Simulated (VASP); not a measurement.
# BeHF (P4/nmm) in VASP: further runs

BeHF is run at these levels: PBE; tasks: single point, relaxation of cell and atoms.

Everything below comes from runs of VASP 6.6.1. Logs are shortened: lines on timing, memory, paths and dates and some standing lists are left out, and cuts for length are marked.

## Step 1: The cell of the first run

The structure is tetragonal, space group P4/nmm (No. 129). The conventional cell has a = 3.171 Å, b = 3.171 Å, c = 5.240 Å, α = 90.00°, β = 90.00°, γ = 90.00°. Be (site symmetry 4mm) has 4 H at 1.82 Å and 4 F at 2.39 Å within 2.4 Å. Within 2.4 Å of H (site symmetry -4m2) lie 4 Be at 1.82 Å and 4 H at 2.24 Å and 4 F at 2.35 Å. Within 3.1 Å of F (site symmetry 4mm) lie 4 H at 2.35 Å and 6 Be at 2.39 to 2.62 Å and 4 F at 2.86 Å.

## Step 2: Single point, PBE

Input file INCAR:

```
SYSTEM = BeHF
PREC = Accurate
ENCUT = 520
EDIFF = 1E-6
ISMEAR = 0
SIGMA = 0.1
LREAL = .False.
LASPH = .True.
NELM = 100
ALGO = Normal
ISIF = 2
LWAVE = .False.
LCHARG = .True.
GGA = PE
LELF = .True.
LVHAR = .True.
NBANDS = 19
```

Input file KPOINTS:

```
regular mesh
0
Gamma
  6 6 4
  0 0 0
```

Input file POSCAR:

```
BeHF
1.0
    3.1711226500      0.0000000000      0.0000000000
    0.0000000000      3.1711226500      0.0000000000
    0.0000000000      0.0000000000      5.2401098700
Be H F
2 2 2
Direct
    0.0000000000      0.5000000000      0.8299999800
    0.5000000000      0.0000000000      0.1700000200
    0.0000000000      0.0000000000      0.0000000000
    0.5000000000      0.5000000000      0.0000000000
    0.0000000000      0.5000000000      0.3300000100
    0.5000000000      0.0000000000      0.6699999900
```

Potentials or basis: VASP PAW PBE potentials, release 64 (Be, H, F).

The run is started by

```
> cat potpaw_PBE.64/Be/POTCAR potpaw_PBE.64/H/POTCAR potpaw_PBE.64/F/POTCAR > POTCAR
> mpirun -np 1 vasp_std > vasp.out
```

OUTCAR:

```text
SYSTEM = BeHF
   PREC = Accurate
   ENCUT = 520
   EDIFF = 1E-6
   ISMEAR = 0
   LREAL = .False.
   LASPH = .True.
   NELM = 100
   ISIF = 2
   GGA = PE

 ion  position               nearest neighbor table
   1  0.000  0.500  0.830-
   2  0.500  0.000  0.170-
   3  0.000  0.000  0.000-
   4  0.500  0.500  0.000-
   5  0.000  0.500  0.330-
   6  0.500  0.000  0.670-

  LATTYP: Found a simple tetragonal cell.
 ALAT       =     3.1711226500
 C/A-ratio  =     1.6524462937

  Lattice vectors:

 A1 = (   3.1711226500,   0.0000000000,   0.0000000000)
 A2 = (   0.0000000000,   3.1711226500,   0.0000000000)
 A3 = (   0.0000000000,   0.0000000000,   5.2401098700)

Analysis of symmetry for initial positions (statically):
=====================================================================
 Subroutine PRICEL returns:
 Original cell was already a primitive cell.

 Routine SETGRP: Setting up the symmetry group for a
 simple tetragonal supercell.

 Subroutine GETGRP returns: Found 16 space group operations
 (whereof  8 operations were pure point group operations)
 out of a pool of 16 trial point group operations.

The static configuration has the point symmetry D_2d.
 The point group associated with its full space group is D_4h.

Analysis of symmetry for dynamics (positions and initial velocities):
=====================================================================
 Subroutine PRICEL returns:
 Original cell was already a primitive cell.

 Routine SETGRP: Setting up the symmetry group for a
 simple tetragonal supercell.

 Subroutine GETGRP returns: Found 16 space group operations
 (whereof  8 operations were pure point group operations)
 out of a pool of 16 trial point group operations.

The dynamic configuration has the point symmetry D_2d.
 The point group associated with its full space group is D_4h.

 Subroutine INISYM returns: Found 16 space group operations
 (whereof  8 operations are pure point group operations),
 and found     1 'primitive' translations

----------------------------------------------------------------------------------------

                                     Primitive cell

  volume of cell :      52.6946

  direct lattice vectors                    reciprocal lattice vectors
     3.171122650  0.000000000  0.000000000     0.315345734  0.000000000  0.000000000
[... 97 lines left out ...]
   NSW    =      0    number of steps for IOM
   IBRION =     -1    ionic relax: 0-MD 1-quasi-New 2-CG
   NFREE  =      0    steps in history (QN), initial steepest desc. (CG)
   ISIF   =      2    stress and relaxation
   ISYM   =      2    0-nonsym 1-usesym 2-fastsym
   POTIM  = 0.5000    time-step for ionic-motion
   TEBEG  =    0.0;   TEEND  =   0.0 temperature during run
   PSTRESS=    0.0 pullay stress
   NELECT =      20.0000    total number of electrons
   NUPDOWN=      -1.0000    fix difference up-down
   EMIN   =  10.00;   EMAX   =-10.00  energy-range for DOS
   EFERMI =   0.00;   METHOD = LEGACY
   ISMEAR =     0;   SIGMA  =   0.10  broadening in eV -4-tet -1-fermi 0-gaus
   EFERMI_NEDOS =   21; number of points for ismear=-14 and -15
   IALGO  =     38    algorithm
   IMIX   =      4    mixing-type and parameters
     AMIX     =   0.40;   BMIX     =  1.00
     AMIX_MAG =   1.60;   BMIX_MAG =  1.00
  volume/ion in A,a.u.               =       8.78        59.27
  Fermi-wavevector in a.u.,A,eV,Ry     =   1.185303  2.239898 19.115409  1.404943
  Thomas-Fermi vector in A             =   2.321499
   LORBIT       =      0    0 simple, 1 ext, 2 COOP (PROOUT), +10 PAW based schemes
   GGA     = PE    functional components
   LHFCALC =     F    Hartree Fock is set to
   AEXX    =    0.0000 exact exchange contribution
   IVDW    =     0    specifies the selected vdW correction
   LEPSILON=     F    determine dielectric tensor
   LRPA    =     F    only Hartree local field effects (RPA)
 non-spin polarized calculation
 Gauss-broadening in eV      SIGMA  =   0.10
  energy-cutoff  :      520.00
  volume of cell :       52.69
 maximum number of plane-waves:      1448
 NGX is ok and might be reduce to    24
   NGX = 11   NGY = 11   NGZ = 19

 number of electron      19.9999983 magnetization

 Free energy of the ion-electron system (eV)
  ---------------------------------------------------
  ext. energy  EPLUGINS =         0.00000000
  ---------------------------------------------------
  free energy    TOTEN  =       -21.12587206 eV

  energy without entropy =      -21.12454266  energy(sigma->0) =      -21.12520736

 E-fermi :   2.3741     XC(G=0):  -9.3274

 val. band max:        2.3451851931   @ k =   0.0000   0.0000   0.5000
 cond. band min:       2.9927874765   @ k =   0.5000   0.5000   0.0000
 fundamental gap:      0.6476022835
 Fermi energy:         2.3740977696

 k-point     1 :       0.0000    0.0000    0.0000
  band No.  band energies     occupation
      1     -20.6294      2.00000
      2     -20.1946      2.00000
      3      -7.2039      2.00000
      4      -2.0292      2.00000
      5      -2.0208      2.00000
      6      -2.0208      2.00000
[... 505 lines left out ...]
      6      -2.1691      2.00000
[... 11 lines left out ...]
     18      11.4232      0.00000
     19      15.5426      0.00000

 [... further k-points ...]

------------------------ aborting loop because EDIFF is reached ----------------------------------------

  FORCE on cell =-STRESS in cart. coord.  units (eV):
  Direction    XX          YY          ZZ          XY          YZ          ZX
  --------------------------------------------------------------------------------------
  -------------------------------------------------------------------------------------
  Total       -7.8827295     -7.8827295     -3.6583935      0.0000000      0.0000000      0.0000000
  in kB     -239.6738938   -239.6738938   -111.2332247      0.0000000      0.0000000      0.0000000
  external PRESSURE =    -196.8603374 kB  Pullay stress =       0.0000000 kB

 VOLUME and BASIS-vectors are now :
 -----------------------------------------------------------------------------
  energy-cutoff  :      520.00
  volume of cell :       52.69
      direct lattice vectors                 reciprocal lattice vectors
     3.171122650  0.000000000  0.000000000     0.315345734  0.000000000  0.000000000
     0.000000000  3.171122650  0.000000000     0.000000000  0.315345734  0.000000000
     0.000000000  0.000000000  5.240109870     0.000000000  0.000000000  0.190835693

 POSITION                                       TOTAL-FORCE (eV/Angst)
 -----------------------------------------------------------------------------------
      0.00000      1.58556      4.34929        -0.000000      0.000000      0.409790
      1.58556      0.00000      0.89082        -0.000000     -0.000000     -0.409790
      0.00000      0.00000      0.00000        -0.000000      0.000000      0.000000
      1.58556      1.58556      0.00000        -0.000000      0.000000      0.000000
      0.00000      1.58556      1.72924         0.000000      0.000000      0.580505
      1.58556      0.00000      3.51087        -0.000000      0.000000     -0.580505
 -----------------------------------------------------------------------------------
    total drift:                                0.000000      0.000000      0.000000

  FREE ENERGIE OF THE ION-ELECTRON SYSTEM (eV)
  ---------------------------------------------------
  free  energy   TOTEN  =       -21.1258720583 eV

  energy  without entropy=      -21.1245426621  energy(sigma->0) =      -21.12520736
```

OSZICAR:

```text
N       E                     dE             d eps       ncg     rms          rms(c)
DAV:   1     0.694171867834E+02    0.69417E+02   -0.97241E+03  1140   0.930E+02
DAV:   2    -0.192406803137E+02   -0.88658E+02   -0.84824E+02  1481   0.207E+02
DAV:   3    -0.231056554744E+02   -0.38650E+01   -0.38393E+01  1331   0.432E+01
DAV:   4    -0.231245541467E+02   -0.18899E-01   -0.18895E-01  1248   0.356E+00
DAV:   5    -0.231246468550E+02   -0.92708E-04   -0.92707E-04  1302   0.240E-01    0.826E+00
DAV:   6    -0.213354887871E+02    0.17892E+01   -0.46919E+00  1184   0.180E+01    0.355E+00
DAV:   7    -0.211727433711E+02    0.16275E+00   -0.31411E-01  1215   0.429E+00    0.178E+00
DAV:   8    -0.211265403995E+02    0.46203E-01   -0.19720E-01  1203   0.278E+00    0.380E-01
DAV:   9    -0.211254586676E+02    0.10817E-02   -0.16717E-02  1215   0.925E-01    0.256E-01
DAV:  10    -0.211259328635E+02   -0.47420E-03   -0.33937E-03  1230   0.520E-01    0.782E-02
DAV:  11    -0.211258713523E+02    0.61511E-04   -0.30126E-04  1290   0.144E-01    0.109E-02
DAV:  12    -0.211258720237E+02   -0.67147E-06   -0.18300E-05  1242   0.300E-02    0.435E-03
DAV:  13    -0.211258720583E+02   -0.34524E-07   -0.25179E-06  1187   0.113E-02
   1 F= -.21125872E+02 E0= -.21125207E+02  d E =-.132940E-02
```

stdout:

```text
POSCAR found type information on POSCAR BeH F
 POSCAR found :  3 types and       6 ions
 scaLAPACK will be used
 LDA part: xc-table for (Slater+PW92), standard interpolation
 POSCAR, INCAR and KPOINTS ok, starting setup
 FFT: planning ... GRIDC
 FFT: planning ... GRID_SOFT
 FFT: planning ... GRID
 WAVECAR not read
 entering main loop
```

It took 19 s on 1 thread of Oxide Virtual Turin-like, shared host; peak memory 0.13 GiB.

What came out:

```
Free energy   : -21.1259 eV
Pressure      : -19.7 GPa
Largest force : 0.581 eV/Å
```

Forces on the atoms (eV/Å):
```
Be   0.000  0.000  0.410
Be   0.000  0.000 -0.410
H    0.000  0.000  0.000
H    0.000  0.000  0.000
F    0.000  0.000  0.581
F    0.000  0.000 -0.581
```

Stress tensor (GPa, compression positive):
```
-23.97   0.00   0.00
  0.00 -23.97   0.00
  0.00   0.00 -11.12
```

Levels at points of the mesh, in eV from the Fermi level:
| k point | band 6 | band 7 | band 8 | band 9 | band 10 | band 11 | band 12 | band 13 | band 14 | band 15 |
| --- | --- | --- | --- | --- | --- | --- | --- | --- | --- | --- |
| (0.00, 0.00, 0.00) | -4.39 | -3.92 | -3.71 | -3.71 | -0.08 | 1.62 | 2.58 | 4.24 | 4.24 | 7.86 |
| (0.50, 0.00, 0.00) | -5.58 | -3.81 | -3.81 | -2.52 | -2.52 | 3.86 | 3.86 | 5.78 | 5.78 | 5.82 |
| (0.50, 0.50, 0.00) | -4.57 | -4.41 | -4.41 | -3.03 | -3.03 | 0.62 | 0.62 | 5.15 | 5.15 | 5.46 |
| (0.00, 0.00, 0.50) | -4.26 | -3.85 | -3.85 | -2.76 | -0.06 | -0.03 | 3.45 | 4.15 | 4.15 | 7.15 |
| (0.50, 0.00, 0.50) | -4.54 | -3.81 | -3.81 | -3.27 | -3.27 | 3.63 | 3.63 | 5.71 | 5.71 | 6.22 |
| (0.50, 0.50, 0.50) | -5.54 | -4.48 | -4.48 | -2.46 | -2.46 | 1.25 | 1.25 | 4.21 | 4.21 | 5.60 |

(Part 1 of 2 ends here.)
